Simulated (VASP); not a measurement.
# GaN (P6_3mc) in VASP: G0W0 quasiparticle levels with PBE

Aim: the G0W0 quasiparticle levels of GaN with PBE.

Program: VASP 6.6.1. These are calculated values, not measurements. Logs are shortened: lines on timing, memory, paths and dates and some standing lists are left out, and cuts for length are marked.

## Step 1: The cell of the first run

It takes space group P6_3mc (No. 186, hexagonal). Conventional cell: a = 3.183 Å, b = 3.183 Å, c = 5.184 Å, α = 90.00°, β = 90.00°, γ = 120.00°. Within 2.6 Å of Ga (site symmetry 3m) lie 4 N at 1.95 Å. Within 2.6 Å of N (site symmetry 3m) lie 4 Ga at 1.95 Å.

## Step 2: G0W0 quasiparticle levels, PBE

The input, POSCAR:

```
GaN
1.0
    3.1831494054      0.0000000000      0.0000000000
   -1.5915747027      2.7566882491      0.0000000000
    0.0000000000      0.0000000000      5.1836254809
Ga N
2 2
Direct
    0.3333333333      0.6666666667     -0.0008868069
    0.6666666667      0.3333333333      0.4991131931
    0.3333333333      0.6666666667      0.3758868069
    0.6666666667      0.3333333333      0.8758868069
```

The input, INCAR.step1:

```
SYSTEM = GaN
PREC = Accurate
ENCUT = 500
EDIFF = 1E-8
ISMEAR = 0
SIGMA = 0.01
LREAL = .False.
LASPH = .True.
NELM = 100
ALGO = Normal
LWAVE = .True.
LCHARG = .False.
GGA = PE
```

The input, INCAR.step2:

```
SYSTEM = GaN
PREC = Accurate
ENCUT = 500
EDIFF = 1E-8
ISMEAR = 0
SIGMA = 0.01
LREAL = .False.
LASPH = .True.
NELM = 1
ALGO = Exact
LWAVE = .True.
LCHARG = .False.
GGA = PE
NBANDS = 91
LOPTICS = .True.
ISTART = 1
```

The input, INCAR.step3:

```
SYSTEM = GaN
PREC = Accurate
ENCUT = 500
EDIFF = 1E-8
ISMEAR = 0
SIGMA = 0.01
LREAL = .False.
LASPH = .True.
ALGO = EVGW0
LWAVE = .False.
LCHARG = .False.
GGA = PE
NELMGW = 1
NBANDS = 91
ENCUTGW = 80.0
NOMEGA = 96
PRECFOCK = Fast
ISTART = 1
NBANDSGW = 26
OMEGAMAX = 30
```

The input, KPOINTS:

```
regular mesh
0
Gamma
  6 6 4
  0 0 0
```

Potentials or basis: VASP PAW PBE potentials, release 64 (Ga_d_GW, N_GW).

Run with:

```sh
$ cat potpaw_PBE.64/Ga_d_GW/POTCAR potpaw_PBE.64/N_GW/POTCAR > POTCAR
$ cp INCAR.step1 INCAR
$ mpirun -np 1 vasp_std > vasp.out
$ cp INCAR.step2 INCAR
$ mpirun -np 1 vasp_std > vasp.out
$ cp INCAR.step3 INCAR
$ mpirun -np 1 vasp_std > vasp.out
```

OUTCAR:

```text
SYSTEM = GaN
   PREC = Accurate
   ENCUT = 500
   EDIFF = 1E-8
   ISMEAR = 0
   LREAL = .False.
   LASPH = .True.
   GGA = PE
   NELMGW = 1
   ENCUTGW = 80.0
   PRECFOCK = Fast
   ISTART = 1

 ion  position               nearest neighbor table
   1  0.333  0.667  0.999-   4 1.95   4 1.95   4 1.95   3 1.95
   2  0.667  0.333  0.499-   3 1.95   3 1.95   3 1.95   4 1.95
   3  0.333  0.667  0.376-   2 1.95   2 1.95   2 1.95   1 1.95
   4  0.667  0.333  0.876-   1 1.95   1 1.95   1 1.95   2 1.95

  LATTYP: Found a hexagonal cell.
 ALAT       =     3.1831494054
 C/A-ratio  =     1.6284581151

  Lattice vectors:

 A1 = (   3.1831494054,   0.0000000000,   0.0000000000)
 A2 = (  -1.5915747027,   2.7566882491,   0.0000000000)
 A3 = (   0.0000000000,   0.0000000000,   5.1836254809)

Analysis of symmetry for initial positions (statically):
=====================================================================
 Subroutine PRICEL returns:
 Original cell was already a primitive cell.

 Routine SETGRP: Setting up the symmetry group for a
 hexagonal supercell.

 Subroutine GETGRP returns: Found 12 space group operations
 (whereof  6 operations were pure point group operations)
 out of a pool of 24 trial point group operations.

The static configuration has the point symmetry C_3v.
 The point group associated with its full space group is C_6v.

Analysis of symmetry for dynamics (positions and initial velocities):
=====================================================================
 Subroutine PRICEL returns:
 Original cell was already a primitive cell.

 Routine SETGRP: Setting up the symmetry group for a
 hexagonal supercell.

 Subroutine GETGRP returns: Found 12 space group operations
 (whereof  6 operations were pure point group operations)
 out of a pool of 24 trial point group operations.

The dynamic configuration has the point symmetry C_3v.
 The point group associated with its full space group is C_6v.

 Subroutine INISYM returns: Found 12 space group operations
 (whereof  6 operations are pure point group operations),
 and found     1 'primitive' translations

----------------------------------------------------------------------------------------

                                     Primitive cell

  volume of cell :      45.4861

  direct lattice vectors                    reciprocal lattice vectors
     3.183149405  0.000000000  0.000000000     0.314154277  0.181377056  0.000000000
    -1.591574703  2.756688249  0.000000000     0.000000000  0.362754113  0.000000000
     0.000000000  0.000000000  5.183625481     0.000000000  0.000000000  0.192915172

  length of vectors
     3.183149405  3.183149405  5.183625481     0.362754113  0.362754113  0.192915172

  position of ions in fractional coordinates (direct lattice)
     0.333333333  0.666666667  0.999113193
     0.666666667  0.333333333  0.499113193
     0.333333333  0.666666667  0.375886807
     0.666666667  0.333333333  0.875886807

  ion indices of the primitive-cell ions
   primitive index   ion index
                 1           1
                 2           2
                 3           3
                 4           4

----------------------------------------------------------------------------------------

 KPOINTS: regular mesh

Automatic generation of k-mesh.
 Grid dimensions read from file:
 generate k-points for:    6    6    4

 Generating k-lattice:

  Cartesian coordinates                     Fractional coordinates (reciprocal lattice)
     0.052359046  0.030229509  0.000000000     0.166666667  0.000000000  0.000000000
     0.000000000  0.060459019  0.000000000     0.000000000  0.166666667  0.000000000
     0.000000000  0.000000000  0.048228793     0.000000000  0.000000000  0.250000000

  Length of vectors
     0.060459019  0.060459019  0.048228793

  Shift w.r.t. Gamma in fractional coordinates (k-lattice)
     0.000000000  0.000000000  0.000000000

 Subroutine IBZKPT returns following result:
 ===========================================

 Found     21 irreducible k-points:

 Following reciprocal coordinates:
            Coordinates               Weight
  0.000000  0.000000  0.000000      1.000000
  0.166667 -0.000000  0.000000      6.000000
  0.333333  0.000000  0.000000      6.000000
  0.500000 -0.000000  0.000000      3.000000
  0.166667  0.166667  0.000000      6.000000
  0.333333  0.166667  0.000000     12.000000
[... 13 lines left out ...]
  0.333333  0.166667  0.500000     12.000000
  0.333333  0.333333  0.500000      2.000000
   k-points           NKPTS =     21   k-points in BZ     NKDIM =    144   number of bands    NBANDS=     91
   number of dos      NEDOS =    301   number of ions     NIONS =      4
   total plane-waves  NPLWV =  23040
   dimension x,y,z NGX =    24 NGY =   24 NGZ =   40
   dimension x,y,z NGXF=    48 NGYF=   48 NGZF=   80
   ions per type =               2   2
   NGX,Y,Z   is equivalent  to a cutoff of  12.53, 12.53, 12.83 a.u.
   NGXF,Y,Z  is equivalent  to a cutoff of  25.07, 25.07, 25.66 a.u.
 SYSTEM =  GaN
   PREC   = accura    normal or accurate (medium, high low for compatibility)
   ISTART =      1    job   : 0-new  1-cont  2-samecut
   ICHARG =      0    charge: 1-file 2-atom 10-const
   ISPIN  =      1    spin polarized calculation?
   LNONCOLLINEAR =      F non collinear calculations
   LSORBIT =      F    spin-orbit coupling
   LASPH  =      T    aspherical Exc in radial PAW
   ENCUT  =  500.0 eV  36.75 Ry    6.06 a.u.   5.80  5.80  9.45*2*pi/ulx,y,z
   NELM   =     60;   NELMIN=  2; NELMDL=  0     # of ELM steps
   EDIFF  = 0.1E-07   stopping-criterion for ELM
   LREAL  =      F    real-space projection
   EDIFFG = 0.1E-06   stopping-criterion for IOM
   NSW    =      0    number of steps for IOM
   IBRION =     -1    ionic relax: 0-MD 1-quasi-New 2-CG
   NFREE  =      0    steps in history (QN), initial steepest desc. (CG)
   ISIF   =      0    stress and relaxation
   ISYM   =      3    0-nonsym 1-usesym 2-fastsym
   POTIM  = 0.5000    time-step for ionic-motion
   TEBEG  =    0.0;   TEEND  =   0.0 temperature during run
   PSTRESS=    0.0 pullay stress
   NELECT =      36.0000    total number of electrons
   NUPDOWN=      -1.0000    fix difference up-down
   EMIN   =  10.00;   EMAX   =-10.00  energy-range for DOS
   EFERMI =   0.00;   METHOD = LEGACY
   ISMEAR =     0;   SIGMA  =   0.01  broadening in eV -4-tet -1-fermi 0-gaus
   EFERMI_NEDOS =   21; number of points for ismear=-14 and -15
   IALGO  =     38    algorithm
   IMIX   =      4    mixing-type and parameters
     AMIX     =   0.40;   BMIX     =  1.00
     AMIX_MAG =   1.60;   BMIX_MAG =  1.00
  volume/ion in A,a.u.               =      11.37        76.74
  Fermi-wavevector in a.u.,A,eV,Ry     =   1.514315  2.861640 31.200200  2.293150
  Thomas-Fermi vector in A             =   2.623989
   LORBIT       =      0    0 simple, 1 ext, 2 COOP (PROOUT), +10 PAW based schemes
   GGA     = PE    functional components
   LHFCALC =     T    Hartree Fock is set to
   PRECFOCK=fast      Normal, Fast or Accurate (Low or Medium for compatibility)
   ENCUT4O =  -1.0   cutoff for four orbital integrals eV
   NKREDX  =     1    reduce k-point grid by
   NKREDY  =     1    reduce k-point grid by
   NKREDZ  =     1    reduce k-point grid by
   AEXX    =    1.0000 exact exchange contribution
   HFSCREEN=    0.0000 screening length (either q_TF or 0.3 A-1)
   HFSCREENC=   0.0000 screening length for correlation (either q_TF or 0.3 A-1)
   ENCUTFOCK=  -1.0 apply spherical cutoff to Coloumb kernel
   IVDW    =     0    specifies the selected vdW correction
   LEPSILON=     F    determine dielectric tensor
   LRPA    =     F    only Hartree local field effects (RPA)
   LRPAFORCE           =     F    calculate RPA forces
   ENCUTGW             =  80.0    cutoff for response function in eV
   ENCUTGWSOFT         =  64.0    soft cutoff for Coulomb kernel in GW response function in eV
   ENCUTLF             =  -1.0    cutoff for local field effects
   NELMGW              =     1    number of iterations in solving QP/BSE equation
   NELMHF              =     1    number of iterations in the inner HF iteration
   NKREDLFX            =     1    NKREDLFY  =   1   NKREDLFZ  =   1
 non-spin polarized calculation
 Gauss-broadening in eV      SIGMA  =   0.01
  energy-cutoff  :      500.00
  volume of cell :       45.49
 maximum number of plane-waves:      1182
 NGX is ok and might be reduce to    24
  NGX = 14; NGY = 14; NGZ = 24
   NGX = 11   NGY = 11   NGZ = 19
 maximum number of plane-waves:        80
 NGX is ok and might be reduce to    10

 QP shifts <psi_nk| G(iteration)W_0 |psi_nk>: iteration 1
 for sc-GW calculations column KS-energies equals QP-energies in previous step
 and V_xc(KS)=  KS-energies - (<T + V_ion + V_H > + <T+V_H+V_ion>^1  + <V_x>^1)

 k-point   1 :       0.0000    0.0000    0.0000
  band No.  KS-energies  QP-energies   sigma(KS)   V_xc(KS)     V^pw_x(r,r')   Z            occupation Imag(sigma)

      1     -10.8313     -11.7221     -16.1987     -14.8671     -24.6123       0.6689       2.0000       1.0505
      2      -9.9202     -11.7825     -20.7770     -18.1129     -29.3275       0.6990       2.0000       0.6827
      3      -8.3092     -11.9211     -26.4276     -21.4983     -34.8233       0.7327       2.0000       0.2220
      4      -8.2938     -11.8924     -26.4274     -21.5120     -34.8238       0.7321       2.0000       0.2221
      5      -8.2938     -11.8924     -26.4274     -21.5120     -34.8238       0.7321       2.0000       0.2221
      6      -8.2321     -11.8660     -26.5238     -21.5750     -34.9038       0.7343       2.0000       0.2143
[... 18 lines left out ...]
     25      16.9111      18.0012     -10.7583     -12.1525      -5.6173       0.7819       0.0000      -0.1708
     26      16.9111      18.0012     -10.7583     -12.1525      -5.6173       0.7819       0.0000      -0.1708

 k-point   2 :       0.1667   -0.0000    0.0000
  band No.  KS-energies  QP-energies   sigma(KS)   V_xc(KS)     V^pw_x(r,r')   Z            occupation Imag(sigma)

      1     -10.5768     -11.5656     -16.7916     -15.3318     -25.1967       0.6773       2.0000       1.0099
      2      -9.8589     -11.8155     -21.1664     -18.3824     -29.7342       0.7028       2.0000       0.6540
      3      -8.2789     -11.8933     -26.4400     -21.5106     -34.8314       0.7332       2.0000       0.2221
      4      -8.2591     -11.8725     -26.4827     -21.5546     -34.8791       0.7332       2.0000       0.2208
      5      -8.2141     -11.8006     -26.2768     -21.3979     -34.6302       0.7351       2.0000       0.2288
      6      -8.1834     -11.7516     -26.1996     -21.3490     -34.5447       0.7356       2.0000       0.2365
[... 18 lines left out ...]
     25      16.5846      17.6055     -10.6044     -11.9101      -5.4718       0.7819       0.0000      -0.1714
     26      17.4275      18.5376     -11.1266     -12.5618      -5.7730       0.7734       0.0000      -0.2122

 k-point   3 :       0.3333    0.0000    0.0000
  band No.  KS-energies  QP-energies   sigma(KS)   V_xc(KS)     V^pw_x(r,r')   Z            occupation Imag(sigma)

      1     -10.1108     -11.5531     -19.0028     -16.9250     -27.4763       0.6941       2.0000       0.8349
      2      -9.7769     -11.8953     -21.8215     -18.8246     -30.4177       0.7069       2.0000       0.6049
      3      -8.2415     -11.8675     -26.4431     -21.5089     -34.8083       0.7349       2.0000       0.2153
      4      -8.2222     -11.8626     -26.5292     -21.5791     -34.9056       0.7354       2.0000       0.2130
      5      -8.1402     -11.8114     -26.5309     -21.5534     -34.8639       0.7376       2.0000       0.2024
      6      -8.0811     -11.7825     -26.7927     -21.7822     -35.1906       0.7387       2.0000       0.2100
[... 504 lines left out ...]
      1      -9.7855     -11.7724     -21.3470     -18.5285     -29.9172       0.7049       2.0000       0.6453
      2      -9.7855     -11.7724     -21.3470     -18.5285     -29.9172       0.7049       2.0000       0.6453
      3      -8.2106     -11.8531     -26.4192     -21.4711     -34.7573       0.7361       2.0000       0.2092
      4      -8.2106     -11.8531     -26.4192     -21.4711     -34.7573       0.7361       2.0000       0.2092
      5      -8.1421     -11.8240     -26.6581     -21.6697     -35.0387       0.7381       2.0000       0.2106
      6      -8.1421     -11.8240     -26.6581     -21.6697     -35.0387       0.7381       2.0000       0.2106
[... 18 lines left out ...]
     25      17.6325      18.5786     -10.7022     -11.9211      -5.3175       0.7762       0.0000      -0.2333
     26      17.6325      18.5786     -10.7022     -11.9211      -5.3175       0.7762       0.0000      -0.2333

 k-point  21 :       0.3333    0.3333    0.5000
  band No.  KS-energies  QP-energies   sigma(KS)   V_xc(KS)     V^pw_x(r,r')   Z            occupation Imag(sigma)

      1      -9.7488     -11.8230     -21.6829     -18.7527     -30.2679       0.7079       2.0000       0.6182
      2      -9.7488     -11.8230     -21.6829     -18.7527     -30.2679       0.7079       2.0000       0.6182
      3      -8.1739     -11.8322     -26.5158     -21.5512     -34.8706       0.7369       2.0000       0.2090
      4      -8.1739     -11.8322     -26.5158     -21.5512     -34.8706       0.7369       2.0000       0.2090
      5      -8.1580     -11.8273     -26.5874     -21.6087     -34.9503       0.7370       2.0000       0.2092
      6      -8.1580     -11.8273     -26.5874     -21.6087     -34.9503       0.7370       2.0000       0.2092
[... 18 lines left out ...]
     25      19.1816      19.8336      -9.7894     -10.6158      -4.5464       0.7889       0.0000      -0.2500
     26      19.1816      19.8336      -9.7894     -10.6158      -4.5464       0.7889       0.0000      -0.2500
```

It took 17 min on 1 thread of AMD EPYC 9R45 (Zen 5), shared host; peak memory 0.72 GiB.

What came out:

| Item | Value |
| --- | --- |
| Quasiparticle gap | 3.03 eV |
| Least direct quasiparticle gap | 3.03 eV |
| Band gap of the starting levels on the mesh | 1.94 eV |
| Least direct gap of the starting levels on the mesh | 1.94 eV |

Caveat: the k points lie up to 0.38 Å⁻¹ apart; bands, screening cutoff and mesh are small and nothing is extrapolated, so the quasiparticle values aren't converged.
